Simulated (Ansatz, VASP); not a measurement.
ZnCu: VASP beside Ansatz

File INCAR:

```
PREC = Accurate
ENCUT = 520
EDIFF = 1E-6
ISMEAR = 0
SIGMA = 0.1
LREAL = False
LASPH = True
NELM = 60
ALGO = Fast
ISIF = 2
LWAVE = False
LCHARG = True
GGA = PE
LELF = True
LVHAR = True
NBANDS = 18
```

File KPOINTS:

```
regular mesh
0
Gamma
  12 12 12
```

The input POSCAR:

```
ZnCu
1.0
    2.9831672000      0.0589000000      0.0059194500
    0.0589000000      2.9662334500     -0.0176994500
    0.0059194500     -0.0176994500      2.9763642500
Zn Cu
1 1
Direct
    0.4929779287      0.4825331070      0.5077894737
    0.0070220713      0.0174668930     -0.0077894737
```

Input for Ansatz:

```yaml
crystal:
  lattice:
    - [2.9831672, 0.0589, 0.00591945]
    - [0.0589, 2.96623345, -0.01769945]
    - [0.00591945, -0.01769945, 2.97636425]
  atoms:
    - { symbol: Zn, position: [0.4929779287, 0.482533107, 0.5077894737] }
    - { symbol: Cu, position: [0.0070220713, 0.017466893, -0.0077894737] }
basis:
  ecutwfc: 420
kpoints:
  mp_grid: { grid: [12, 12, 12] }
hamiltonian:
  xc: pbe
scf:
  occupations: { method: gaussian, width: 0.1 }
output:
  forces: true
  stress: true
  eigenvalues: true
```

Change from the starting cell: all atoms moved at random, cell strained at random.

Alike in both runs: task single point; functional PBE; k mesh 12 × 12 × 12; occupations gaussian, width 0.1 eV; no spin polarisation.

|  | VASP | Ansatz |
| --- | --- | --- |
| version | VASP 6.6.1 | Ansatz 0.2.0 |
| potentials or method | VASP PAW PBE potentials, release 64 (Zn, Cu), cutoff 520 eV | scalar-relativistic, plane waves, PAW |
| valence electrons in the cell | 23 | 31 |

```tsv
	VASP	Ansatz	Ansatz less VASP
gap on the k mesh at the Fermi level (eV)	none	none	-
pressure (GPa)	0.0	-0.2	-0.24
traceless stress, the component that is largest in VASP (GPa)	-2.93	-2.89	+0.033
rms of the force components (eV/Å)	0.264	0.260	-0.0039
```

Atom by atom the forces differ by 0.004 eV/Å (rms over components). A gap of «none» marks a metal or a gap that the smearing closes. The functional is the same, so the differences come from potentials, cutoffs and numerics. VASP's potentials hold 23 valence electrons a cell and Ansatz's 31, so a difference there can come from the potentials and not from the codes.
